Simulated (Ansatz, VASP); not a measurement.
# One calculation of Zn, two programs

Contents of INCAR:

```
SYSTEM = Zn
ALGO     = Normal         ! electronic algorithm
EDIFF    = 1E-6           ! SCF threshold, eV
ENCUT    = 520            ! plane-wave cutoff, eV
GGA      = PS             ! functional
ISIF     = 2              ! what is computed and relaxed
ISMEAR   = 0              ! smearing method
LASPH    = .TRUE.         ! aspherical terms in the spheres
LCHARG   = .FALSE.        ! write CHGCAR
LREAL    = .FALSE.        ! projectors in reciprocal space
LWAVE    = .FALSE.        ! write WAVECAR
NBANDS   = 19             ! bands
NELM     = 80             ! most SCF steps
PREC     = Accurate       ! precision mode
SIGMA    = 0.1            ! smearing width, eV
```

KPOINTS

```
k-points
0
G
  6 6 4
  0 0 0
```

Contents of POSCAR:

```
Zn
1.0
    2.6647980532      0.0000000000      0.0000000000
   -1.3323990266      2.3077828100      0.0000000000
    0.0000000000      0.0000000000      4.9467000000
Zn
2
Direct
    0.3333333333      0.6666666667      0.2500000000
    0.6666666667      0.3333333333      0.7500000000
```

Input for Ansatz:

```yaml
crystal:
  lattice:
    - [2.6647980532, 0.0, 0.0]
    - [-1.3323990266, 2.30778281, 0.0]
    - [0.0, 0.0, 4.9467]
  atoms:
    - { symbol: Zn, position: [0.3333333333, 0.6666666667, 0.25] }
    - { symbol: Zn, position: [0.6666666667, 0.3333333333, 0.75] }
basis:
  ecutwfc: 420
kpoints:
  mp_grid: { grid: [6, 6, 4] }
hamiltonian:
  xc: pbesol
scf:
  occupations: { method: gaussian, width: 0.1 }
output:
  forces: true
  stress: true
  eigenvalues: true
```

Alike in both runs: task single point; functional PBEsol; k mesh 6 × 6 × 4; occupations gaussian, width 0.1 eV; no spin polarisation.

|  | VASP | Ansatz |
| --- | --- | --- |
| version | VASP 6.6.1 | Ansatz 0.2.0 |
| potentials or method | VASP PAW PBE potentials, release 64 (Zn), cutoff 520 eV | scalar-relativistic, plane waves, PAW |
| valence electrons in the cell | 24 | 24 |

Ansatz gave:

```
gap on the k mesh at the Fermi level (eV)                     : none
pressure (GPa)                                                : -3.9
traceless stress, the component that is largest in VASP (GPa) : 2.14
```

Problem. Estimate VASP's values.

Solution. gap on the k mesh at the Fermi level (eV): none; pressure (GPa): -3.5; traceless stress, the component that is largest in VASP (GPa): 2.05.

VASP's potentials were made for PBE, not for PBEsol. A gap of «none» marks a metal or a gap that the smearing closes.

The k mesh is coarse, so the values compare programs but aren't converged.
